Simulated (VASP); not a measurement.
# GaSb (rocksalt type) (Fm-3m) in VASP: a series of runs

GaSb (rocksalt type) is run at these levels: PBE; tasks: single point.

All numbers are computed with VASP 6.6.1; they aren't measurements. Logs are shortened: lines on timing, memory, paths and dates and some standing lists are left out, and cuts for length are marked.

### Step 1. The cell of the first run

The structure is cubic, space group Fm-3m (No. 225). The conventional cell has a = 4.751 Å, b = 4.751 Å, c = 4.751 Å, α = 90.00°, β = 90.00°, γ = 90.00°. Ga (site symmetry m-3m) has 6 Sb at 2.38 Å within 3.1 Å. Within 3.1 Å of Sb (site symmetry m-3m) lie 6 Ga at 2.38 Å.

### Step 2. Single point, PBE (volume scaled by 0.55)

INCAR reads:

```
  ALGO = Normal
  EDIFF = 1E-7
  ENCUT = 520
  GGA = PE
  ISIF = 2
  ISMEAR = -1
  LASPH = T
  LCHARG = F
  LREAL = F
  LWAVE = F
  NBANDS = 16
  NELM = 60
  PREC = Accurate
  SIGMA = 0.08
```

KPOINTS reads:

```
k-points
0
Gamma
  13 13 13
```

POSCAR reads:

```
GaSb
1.0
    0.0000000000      2.3754569028      2.3754569028
    2.3754569028      0.0000000000      2.3754569028
    2.3754569028      2.3754569028      0.0000000000
Ga Sb
1 1
Direct
    0.0000000000      0.0000000000      0.0000000000
    0.5000000000      0.5000000000      0.5000000000
```

Potentials or basis: VASP PAW PBE potentials, release 64 (Ga_d, Sb).

Started as:

```
cat potpaw_PBE.64/Ga_d/POTCAR potpaw_PBE.64/Sb/POTCAR > POTCAR
mpirun -np 1 vasp_std > vasp.out
```

OUTCAR:

```text
EDIFF = 1E-7
   ENCUT = 520
   GGA = PE
   ISIF = 2
   ISMEAR = -1
   LASPH = T
   LREAL = F
   NELM = 60
   PREC = Accurate

 ion  position               nearest neighbor table
   1  0.000  0.000  0.000-   2 2.38   2 2.38   2 2.38   2 2.38   2 2.38   2 2.38
   2  0.500  0.500  0.500-   1 2.38   1 2.38   1 2.38   1 2.38   1 2.38   1 2.38

  LATTYP: Found a face centered cubic cell.
 ALAT       =     4.7509138056

  Lattice vectors:

 A1 = (   0.0000000000,   2.3754569028,   2.3754569028)
 A2 = (   2.3754569028,   0.0000000000,   2.3754569028)
 A3 = (   2.3754569028,   2.3754569028,   0.0000000000)

Analysis of symmetry for initial positions (statically):
=====================================================================
 Subroutine PRICEL returns:
 Original cell was already a primitive cell.

 Routine SETGRP: Setting up the symmetry group for a
 face centered cubic supercell.

 Subroutine GETGRP returns: Found 48 space group operations
 (whereof 48 operations were pure point group operations)
 out of a pool of 48 trial point group operations.

The static configuration has the point symmetry O_h .

Analysis of symmetry for dynamics (positions and initial velocities):
=====================================================================
 Subroutine PRICEL returns:
 Original cell was already a primitive cell.

 Routine SETGRP: Setting up the symmetry group for a
 face centered cubic supercell.

 Subroutine GETGRP returns: Found 48 space group operations
 (whereof 48 operations were pure point group operations)
 out of a pool of 48 trial point group operations.

The dynamic configuration has the point symmetry O_h .

 Subroutine INISYM returns: Found 48 space group operations
 (whereof 48 operations are pure point group operations),
 and found     1 'primitive' translations

----------------------------------------------------------------------------------------

                                     Primitive cell

  volume of cell :      26.8084

  direct lattice vectors                    reciprocal lattice vectors
     0.000000000  2.375456903  2.375456903    -0.210485823  0.210485823  0.210485823
     2.375456903  0.000000000  2.375456903     0.210485823 -0.210485823  0.210485823
     2.375456903  2.375456903  0.000000000     0.210485823  0.210485823 -0.210485823

  length of vectors
     3.359403369  3.359403369  3.359403369     0.364572139  0.364572139  0.364572139

  position of ions in fractional coordinates (direct lattice)
     0.000000000  0.000000000  0.000000000
     0.500000000  0.500000000  0.500000000

  ion indices of the primitive-cell ions
   primitive index   ion index
                 1           1
                 2           2

----------------------------------------------------------------------------------------

 KPOINTS: k-points

Automatic generation of k-mesh.
 Grid dimensions read from file:
 generate k-points for:   13   13   13

 Generating k-lattice:

  Cartesian coordinates                     Fractional coordinates (reciprocal lattice)
    -0.016191217  0.016191217  0.016191217     0.076923077  0.000000000  0.000000000
     0.016191217 -0.016191217  0.016191217     0.000000000  0.076923077  0.000000000
     0.016191217  0.016191217 -0.016191217     0.000000000  0.000000000  0.076923077

  Length of vectors
     0.028044011  0.028044011  0.028044011

  Shift w.r.t. Gamma in fractional coordinates (k-lattice)
     0.000000000  0.000000000  0.000000000

 Subroutine IBZKPT returns following result:
 ===========================================

 Found     84 irreducible k-points:

 Following reciprocal coordinates:
            Coordinates               Weight
  0.000000  0.000000  0.000000      1.000000
  0.076923  0.000000  0.000000      8.000000
  0.153846  0.000000  0.000000      8.000000
  0.230769  0.000000  0.000000      8.000000
  0.307692  0.000000  0.000000      8.000000
  0.384615  0.000000  0.000000      8.000000
[... 16 lines left out ...]
  0.384615  0.153846  0.000000     24.000000
  0.461538  0.153846  0.000000     24.000000
 [... further k-points ...]
   k-points           NKPTS =     84   k-points in BZ     NKDIM =     84   number of bands    NBANDS=     16
   number of dos      NEDOS =    301   number of ions     NIONS =      2
   total plane-waves  NPLWV =  21952
   dimension x,y,z NGX =    28 NGY =   28 NGZ =   28
   dimension x,y,z NGXF=    56 NGYF=   56 NGZF=   56
   ions per type =               1   1
   NGX,Y,Z   is equivalent  to a cutoff of  13.86, 13.86, 13.86 a.u.
   NGXF,Y,Z  is equivalent  to a cutoff of  27.71, 27.71, 27.71 a.u.
 SYSTEM =  unknown system
   PREC   = accura    normal or accurate (medium, high low for compatibility)
   ISTART =      0    job   : 0-new  1-cont  2-samecut
   ICHARG =      2    charge: 1-file 2-atom 10-const
   ISPIN  =      1    spin polarized calculation?
   LNONCOLLINEAR =      F non collinear calculations
   LSORBIT =      F    spin-orbit coupling
   LASPH  =      T    aspherical Exc in radial PAW
   ENCUT  =  520.0 eV  38.22 Ry    6.18 a.u.   6.25  6.25  6.25*2*pi/ulx,y,z
   NELM   =     60;   NELMIN=  2; NELMDL= -5     # of ELM steps
   EDIFF  = 0.1E-06   stopping-criterion for ELM
   LREAL  =      F    real-space projection
   EDIFFG = 0.1E-05   stopping-criterion for IOM
   NSW    =      0    number of steps for IOM
   IBRION =     -1    ionic relax: 0-MD 1-quasi-New 2-CG
   NFREE  =      0    steps in history (QN), initial steepest desc. (CG)
   ISIF   =      2    stress and relaxation
   ISYM   =      2    0-nonsym 1-usesym 2-fastsym
   POTIM  = 0.5000    time-step for ionic-motion
   TEBEG  =    0.0;   TEEND  =   0.0 temperature during run
   PSTRESS=    0.0 pullay stress
   NELECT =      18.0000    total number of electrons
   NUPDOWN=      -1.0000    fix difference up-down
   EMIN   =  10.00;   EMAX   =-10.00  energy-range for DOS
   EFERMI =   0.00;   METHOD = LEGACY
   ISMEAR =    -1;   SIGMA  =   0.08  broadening in eV -4-tet -1-fermi 0-gaus
   EFERMI_NEDOS =   21; number of points for ismear=-14 and -15
   IALGO  =     38    algorithm
   IMIX   =      4    mixing-type and parameters
     AMIX     =   0.40;   BMIX     =  1.00
     AMIX_MAG =   1.60;   BMIX_MAG =  1.00
  volume/ion in A,a.u.               =      13.40        90.46
  Fermi-wavevector in a.u.,A,eV,Ry     =   1.433536  2.708990 27.960307  2.055025
  Thomas-Fermi vector in A             =   2.553043
   LORBIT       =      0    0 simple, 1 ext, 2 COOP (PROOUT), +10 PAW based schemes
   GGA     = PE    functional components
   LHFCALC =     F    Hartree Fock is set to
   AEXX    =    0.0000 exact exchange contribution
   IVDW    =     0    specifies the selected vdW correction
   LEPSILON=     F    determine dielectric tensor
   LRPA    =     F    only Hartree local field effects (RPA)
 non-spin polarized calculation
  energy-cutoff  :      520.00
  volume of cell :       26.81
 maximum number of plane-waves:       737
 NGX is ok and might be reduce to    28
   NGX = 13   NGY = 13   NGZ = 13

 number of electron      18.0000006 magnetization

 Free energy of the ion-electron system (eV)
  ---------------------------------------------------
  ext. energy  EPLUGINS =         0.00000000
  ---------------------------------------------------
  free energy    TOTEN  =        -1.63032229 eV

  energy without entropy =       -1.61414717  energy(sigma->0) =       -1.62223473

 E-fermi :  15.5433     XC(G=0): -13.1499

 val. band max:       15.5314811584   @ k =   0.0000   0.0000   0.0000
 cond. band min:      15.5920883518   @ k =   0.3077   0.0000   0.0000
 fundamental gap:      0.0606071934
 Fermi energy:        15.5433378710

 k-point     1 :       0.0000    0.0000    0.0000
  band No.  band energies     occupation
      1      -2.5372      2.00000
      2      -1.1821      2.00000
      3      -1.1821      2.00000
      4      -1.1642      2.00000
      5      -1.1642      2.00000
      6      -1.1642      2.00000
[... 8 lines left out ...]
     15      23.8137      0.00000
     16      23.8137      0.00000

 k-point     2 :       0.0769    0.0000    0.0000
  band No.  band energies     occupation
      1      -2.4118      2.00000
      2      -1.1921      2.00000
      3      -1.1921      2.00000
      4      -1.1674      2.00000
      5      -1.1604      2.00000
      6      -1.1604      2.00000
[... 8 lines left out ...]
     15      23.0295      0.00000
     16      23.4749      0.00000

 k-point     3 :       0.1538    0.0000    0.0000
  band No.  band energies     occupation
      1      -2.0410      2.00000
      2      -1.2222      2.00000
      3      -1.2222      2.00000
      4      -1.1706      2.00000
      5      -1.1476      2.00000
      6      -1.1476      2.00000
[... 8 lines left out ...]
     15      22.8264      0.00000
     16      24.1130      0.00000

 k-point     4 :       0.2308    0.0000    0.0000
  band No.  band energies     occupation
      1      -1.4948      2.00000
      2      -1.2653      2.00000
      3      -1.2653      2.00000
      4      -1.1288      2.00000
      5      -1.1288      2.00000
      6      -1.1019      2.00000
[... 8 lines left out ...]
     15      23.8944      0.00000
     16      25.5593      0.00000
[... 324 lines left out ...]
 k-point    22 :       0.3077    0.1538    0.0000
  band No.  band energies     occupation
      1      -1.5099      2.00000
      2      -1.2178      2.00000
      3      -1.2159      2.00000
      4      -1.1520      2.00000
      5      -1.1002      2.00000
      6      -0.4928      2.00000
[... 8 lines left out ...]
     15      26.6988      0.00000
     16      28.4507      0.00000

 k-point    23 :       0.3846    0.1538    0.0000
  band No.  band energies     occupation
      1      -1.4914      2.00000
      2      -1.2608      2.00000
      3      -1.2362      2.00000
      4      -1.1372      2.00000
      5      -1.0812      2.00000
      6       0.4354      2.00000
[... 8 lines left out ...]
     15      28.1620      0.00000
     16      30.1999      0.00000

 k-point    24 :       0.4615    0.1538    0.0000
  band No.  band energies     occupation
      1      -1.4826      2.00000
      2      -1.3034      2.00000
      3      -1.2526      2.00000
      4      -1.1239      2.00000
      5      -1.0713      2.00000
      6       1.6167      2.00000
[... 8 lines left out ...]
     15      29.7062      0.00000
     16      30.2596      0.00000

 [... further k-points ...]
[... 5 lines left out ...]
  --------------------------------------------------------------------------------------
  -------------------------------------------------------------------------------------
  Total       22.9013426     22.9013426     22.9013426      0.0000000      0.0000000     -0.0000000
  in kB     1368.6741440   1368.6741440   1368.6741440      0.0000000      0.0000000     -0.0000000
  external PRESSURE =    1368.6741440 kB  Pullay stress =       0.0000000 kB

 VOLUME and BASIS-vectors are now :
 -----------------------------------------------------------------------------
  energy-cutoff  :      520.00
  volume of cell :       26.81
      direct lattice vectors                 reciprocal lattice vectors
     0.000000000  2.375456903  2.375456903    -0.210485823  0.210485823  0.210485823
     2.375456903  0.000000000  2.375456903     0.210485823 -0.210485823  0.210485823
     2.375456903  2.375456903  0.000000000     0.210485823  0.210485823 -0.210485823

 POSITION                                       TOTAL-FORCE (eV/Angst)
 -----------------------------------------------------------------------------------
      0.00000      0.00000      0.00000         0.000000      0.000000      0.000000
      2.37546      2.37546      2.37546        -0.000000     -0.000000     -0.000000
 -----------------------------------------------------------------------------------
    total drift:                               -0.000000      0.000000      0.000000

  FREE ENERGIE OF THE ION-ELECTRON SYSTEM (eV)
  ---------------------------------------------------
  free  energy   TOTEN  =        -1.6303222906 eV

  energy  without entropy=       -1.6141471686  energy(sigma->0) =       -1.62223473
```

Run time: 74 s. Hardware: 1 thread of AMD EPYC 7R13, shared host; peak memory 0.15 GiB.

Results:

- Free energy: -1.6303 eV
- Pressure: 136.9 GPa
- Band gap on the k mesh: zero (band 9 reaches 17.29 eV, above the bottom of band 10 at 12.54 eV)

Caveat: spin-orbit coupling is left out, which moves the levels of the heavy elements.

### Step 3. Single point, PBE (volume scaled by 0.55)

INCAR reads:

```
SYSTEM = GaSb
ALGO = Normal
EDIFF = 1E-6
ENCUT = 520
GGA = PE
ISIF = 2
ISMEAR = -1
LASPH = .True.
LCHARG = .True.
LELF = .True.
LREAL = .False.
LVHAR = .True.
LWAVE = .False.
NBANDS = 16
NELM = 100
PREC = Accurate
SIGMA = 0.08
```

KPOINTS reads:

```
k-points
0
Gamma
  13 13 13
  0 0 0
```

POSCAR is that of step 2.

Potentials or basis: VASP PAW PBE potentials, release 64 (Ga_d, Sb).

Started as:

```
cat potpaw_PBE.64/Ga_d/POTCAR potpaw_PBE.64/Sb/POTCAR > POTCAR
mpirun -np 1 vasp_std > vasp.out
```

Run time: 56 s. Hardware: 1 thread of AMD EPYC 7R13, shared host; peak memory 0.15 GiB.

The run converged. Its results:

| Quantity | Value |
| --- | --- |
| Free energy | -1.6303 eV |
| Pressure | 136.8 GPa |
| Band gap on the k mesh | zero (band 9 reaches 17.29 eV, above the bottom of band 10 at 12.54 eV) |

Levels at points of the mesh, in eV from the Fermi level:
| k point | band 7 | band 8 | band 9 | band 10 | band 11 | band 12 |
| --- | --- | --- | --- | --- | --- | --- |
| (0.00, 0.00, 0.00) | -0.01 | -0.01 | -0.01 | 6.31 | 6.34 | 6.34 |

Caveat: spin-orbit coupling is left out, which moves the levels of the heavy elements.

### Step 4. Single point, PBE (volume scaled by 0.64)

INCAR reads:

```
PREC = Accurate
ENCUT = 520
EDIFF = 1E-7
ISMEAR = -1
SIGMA = 0.08
LREAL = F
LASPH = T
NELM = 100
ALGO = Normal
ISIF = 2
LWAVE = F
LCHARG = T
GGA = PE
LELF = T
LVHAR = T
NBANDS = 16
```

KPOINTS reads:

```
Automatic mesh
0
Gamma
  13 13 13
```

POSCAR reads:

```
GaSb
1.0
    0.0000000000      2.4985396765      2.4985396765
    2.4985396765      0.0000000000      2.4985396765
    2.4985396765      2.4985396765      0.0000000000
Ga Sb
1 1
Direct
    0.0000000000      0.0000000000      0.0000000000
    0.5000000000      0.5000000000      0.5000000000
```

Started as:

```
cat potpaw_PBE.64/Ga_d/POTCAR potpaw_PBE.64/Sb/POTCAR > POTCAR
mpirun -np 1 vasp_std > vasp.out
```

It took 68 s on 1 thread of AMD EPYC 7R13, shared host; peak memory 0.16 GiB.

The run converged. Its results:

```
Free energy            : -4.3942 eV
Pressure               : 72.0 GPa
Band gap on the k mesh : zero (band 9 reaches 14.10 eV, above the bottom of band 10 at 9.28 eV)
```

Levels at points of the mesh, in eV from the Fermi level:
| k point | band 5 | band 6 | band 7 | band 8 | band 9 | band 10 | band 11 | band 12 | band 13 | band 14 |
| --- | --- | --- | --- | --- | --- | --- | --- | --- | --- | --- |
| (0.00, 0.00, 0.00) | -15.93 | -15.93 | 0.04 | 0.04 | 0.04 | 4.66 | 6.34 | 6.34 | 6.34 | 7.06 |

Caveat: spin-orbit coupling is left out, which moves the levels of the heavy elements.

[end of part 1 of 2]
